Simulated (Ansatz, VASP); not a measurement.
One calculation of Hg2Se, two programs

```
CELL_PARAMETERS angstrom
4.13589 0.00000 0.00000
-2.06794 3.58179 0.00000
0.00000 0.00000 5.18184
ATOMIC_POSITIONS crystal
Hg 0.66667 0.33333 0.18337
Hg 0.33333 0.66667 0.81663
Se 0.00000 0.00000 0.50000
```

Change from the starting cell: species swapped into the SnBr2 type (P-3m1, No. 164).

Alike in both runs: functional PBE; k mesh 6 × 6 × 4; occupations gaussian, width 0.1 eV; no spin polarisation.

Ansatz relaxed the structure, and its values are those at the end. VASP's run is a single point on that final structure, the one shown.

```csv
,VASP,Ansatz
version,VASP 6.6.1,Ansatz 0.2.0
potentials or method,"VASP PAW PBE potentials, release 64 (Hg, Se), cutoff 520 eV","scalar-relativistic, plane waves, PAW"
valence electrons in the cell,30,56
```

```csv
,VASP,Ansatz,Ansatz less VASP
gap on the k mesh at the Fermi level (eV),none,none,-
pressure (GPa),0.2,0.0,-0.24
```

A gap of «none» marks a metal or a gap that the smearing closes. With one functional, cell and mesh, what is left measures potentials, basis and numerics. VASP's potentials hold 30 valence electrons a cell and Ansatz's 56, so a difference there can come from the potentials and not from the codes.

Neither program's run includes spin-orbit coupling.
